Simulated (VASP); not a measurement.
Here is a VASP 6.6.1 calculation.

INCAR

```
AGGAC    = 1.0          
AGGAX    = 1.0          
ALDAC    = 0.0          
ALDAX    = 1.0          
ALGO     = Normal         # electronic algorithm
EDIFF    = 1E-7           # SCF threshold, eV
ENCUT    = 520            # plane-wave cutoff, eV
GGA      = B5             # functional
ISIF     = 2              # what is computed and relaxed
ISMEAR   = -1             # smearing method
LASPH    = T              # aspherical terms in the spheres
LCHARG   = T              # write CHGCAR
LELF     = T              # ELF
LREAL    = F              # projectors in reciprocal space
LVHAR    = T            
LWAVE    = F              # write WAVECAR
NBANDS   = 18             # bands
NELM     = 100            # most SCF steps
PREC     = Accurate       # precision mode
SIGMA    = 0.1            # smearing width, eV
```

KPOINTS

```
k-points
0
Gamma
  10 10 10
```

File POSCAR:

```
Ag
1.0
    0.0000000000      3.3106333725      3.3106333725
    3.3106333725      0.0000000000      3.3106333725
    3.3106333725      3.3106333725      0.0000000000
Ag
2
Direct
    0.1250000000      0.1250000000      0.1250000000
    0.8750000000      0.8750000000      0.8750000000
```

Potentials or basis: VASP PAW PBE potentials, release 64 (Ag).

Launch:

```console
$ cat potpaw_PBE.64/Ag/POTCAR > POTCAR
$ mpirun -np 1 vasp_std > vasp.out
```

Estimate the band gap on the k mesh.

zero (band 11 reaches 1.90 eV, above the bottom of band 12 at 1.61 eV).

Predict the pressure.

-1.9 GPa.

Caveat: the PAW data sets were made with another functional, which shifts forces and pressure a little.
